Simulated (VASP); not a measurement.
Runs of VASP 6.6.1 on P. The structure is that of space group Fm-3m (No. 225), or close to it. The cells are those of the table. This isn't the form of P at room conditions, which is orthorhombic.

```csv
task,cell,cutoff (eV),gap on the mesh (eV),pressure (GPa)
single point,"a = 2.565 Å, angles 60.0°, 1 atom",520,none,26.6
relaxation of cell and atoms,"relaxed to 27 GPa from a = 2.565 Å, angles 60.0°, 1 atom",600,none,27.0
relaxation of cell and atoms,"relaxed to 27 GPa from a = 2.566 Å, angles 60.0°, 1 atom",600,none,27.0
single point,"a = 2.566 Å, angles 60.0°, 1 atom",520,none,(a)
```

Alike in all rows: level PBE; potentials or basis VASP PAW PBE potentials, release 64 (P); no spin polarisation; k mesh 18 × 18 × 18; smearing fermi-dirac 0.08 eV.

Estimate the missing entries.

(a) 26.5.

Caveats: the cell stands under pressure (at least some runs); the cell is relaxed towards a set pressure, so the run minimises the enthalpy, not the energy (at least some runs).

A gap of «none» marks levels without a gap at the run's occupations.
